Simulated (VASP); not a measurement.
Write the native input for VASP 6.6.1 that does the following.

```
Task                   : single point
Functional             : PBE
Potentials or basis    : VASP PAW PBE potentials, release 64 (Sc_sv, Ta_pv)
Cutoff                 : 520 eV
k mesh                 : 12 × 12 × 16
Occupations            : gaussian, width 0.1 eV
Spin                   : no spin polarisation
Dipole correction      : no
Further INCAR settings : ALGO = Fast; EDIFF = 1e-07; NBANDS = 24
```

The structure of ScTa2 lies in POSCAR:

```
ScTa2
1.0
    4.8554719060      0.0000000000      0.0000000000
   -2.4277359530      4.2049620180      0.0000000000
    0.0000000000      0.0000000000      2.9257774093
Sc Ta
1 2
Direct
    0.0000000000      0.0000000000      0.0000000000
    0.3333333333      0.6666666667      0.5000000000
    0.6666666667      0.3333333333      0.5000000000
```

The cell was generated, and may not be a known phase.

The input as run:

INCAR

```
PREC     = Accurate       # precision mode
ENCUT    = 520            # plane-wave cutoff, eV
EDIFF    = 1E-7           # SCF threshold, eV
ISMEAR   = 0              # smearing method
SIGMA    = 0.1            # smearing width, eV
LREAL    = False          # projectors in reciprocal space
LASPH    = True           # aspherical terms in the spheres
NELM     = 60             # most SCF steps
ALGO     = Fast           # electronic algorithm
ISIF     = 2              # what is computed and relaxed
LWAVE    = False          # write WAVECAR
LCHARG   = False          # write CHGCAR
GGA      = PE             # functional
NBANDS   = 24             # bands
```

KPOINTS

```
regular mesh
0
Gamma
  12 12 16
```

Potentials or basis: VASP PAW PBE potentials, release 64 (Sc_sv, Ta_pv).

Run with:

```sh
$ cat potpaw_PBE.64/Sc_sv/POTCAR potpaw_PBE.64/Ta_pv/POTCAR > POTCAR
$ mpirun -np 1 vasp_std > vasp.out
```

It gave:

The pressure is 0.1 GPa and the band gap on the k mesh is zero (an odd number of electrons rules out a gap without spin polarisation).

Caveat: spin-orbit coupling is left out, which moves the levels of the heavy elements.

Run time: 120 s on 1 thread of Intel(R) Xeon(R) 6975P-C (Granite Rapids) (shared host), peak memory 0.35 GiB.
